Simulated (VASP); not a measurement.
Write the native input for VASP 6.6.1 that does the following.

- Task: single point
- Functional: LDA
- Potentials or basis: VASP PAW LDA potentials, release 64 (Cs_sv)
- Cutoff: 520 eV
- k mesh: 13 × 13 × 13
- Occupations: fermi-dirac, width 0.1 eV
- Spin: no spin polarisation
- Dipole correction: no
- Further INCAR settings: ALGO = Normal; EDIFF = 1e-06; NBANDS = 10

The structure of Cs lies in POSCAR:

```
Cs
1.0
   -2.8840810378      2.8840810378      2.8840810378
    2.8840810378     -2.8840810378      2.8840810378
    2.8840810378      2.8840810378     -2.8840810378
Cs
1
Direct
    0.0000000000      0.0000000000      0.0000000000
```

One way to write it, as run:

INCAR

```
SYSTEM = Cs
  PREC = Accurate
  ENCUT = 520
  EDIFF = 1E-6
  ISMEAR = -1
  SIGMA = 0.1
  LREAL = .FALSE.
  LASPH = .TRUE.
  NELM = 60
  ALGO = Normal
  ISIF = 2
  LWAVE = .FALSE.
  LCHARG = .FALSE.
  NBANDS = 10
```

KPOINTS

```
regular mesh
0
G
  13 13 13
  0 0 0
```

Potentials or basis: VASP PAW LDA potentials, release 64 (Cs_sv).

Command:

```bash
$ cat potpaw_LDA.64/Cs_sv/POTCAR > POTCAR
$ mpirun -np 1 vasp_std > vasp.out
```

It gave:

```json
{
 "Pressure": "0.0 GPa",
 "Band gap on the k mesh": "zero (an odd number of electrons rules out a gap without spin polarisation)"
}
```

Caveat: spin-orbit coupling is left out, which moves the levels of the heavy elements.

It took 2.3 min on 1 thread of Intel Xeon 8259CL, with other jobs on the host, peak memory 0.23 GiB.
